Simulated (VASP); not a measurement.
# In3Sb: single point with PBEsol

In3Sb:

```xyz
4
Lattice="4.8370 0.0000 0.0000 0.0000 4.8370 0.0000 0.0000 0.0000 4.8370" Properties=species:S:1:pos:R:3 pbc="T T T"
In    2.4185    2.4185    0.0000
In    2.4185    0.0000    2.4185
In    0.0000    2.4185    2.4185
Sb    0.0000    0.0000    0.0000
```

- Program: VASP 6.6.1
- Task: single point
- Functional: PBEsol
- Potentials or basis: VASP PAW PBE potentials, release 64 (In_d, Sb)
- Cutoff: 520 eV
- k mesh: 4 × 4 × 4
- Occupations: methfessel-paxton, width 0.1 eV
- Spin: no spin polarisation
- Dipole correction: no
- Further INCAR settings: ALGO = Normal; EDIFF = 1e-06; NBANDS = 30

```yaml
Pressure: -3.1 GPa
Band_gap_on_the_k_mesh: zero (band 22 reaches 7.02 eV, above the bottom of band 23 at 3.61 eV)
```

Levels at points of the mesh, in eV from the Fermi level:
```
           k point  band 19  band 20  band 21  band 22  band 23  band 24  band 25  band 26
(0.00, 0.00, 0.00)    -3.02    -3.02    -2.59    -2.59     2.05     2.05     2.05     3.60
(0.50, 0.00, 0.00)    -2.05    -1.73    -1.73    -0.42    -0.42    -0.04     0.87     4.14
(0.50, 0.50, 0.00)    -5.90    -0.77    -0.33     0.07     0.07     1.10     1.33     1.33
(0.50, 0.50, 0.50)    -4.63    -4.13    -4.13    -4.13    -3.34     5.03     5.03     5.03
```

Run time: 21 s on 1 thread of Intel(R) Xeon(R) Platinum 8488C (Sapphire Rapids), with other jobs on the host, peak memory 0.21 GiB.

Caveat: the PAW data sets were made with another functional, which shifts forces and pressure a little; spin-orbit coupling is left out, which moves the levels of the heavy elements.
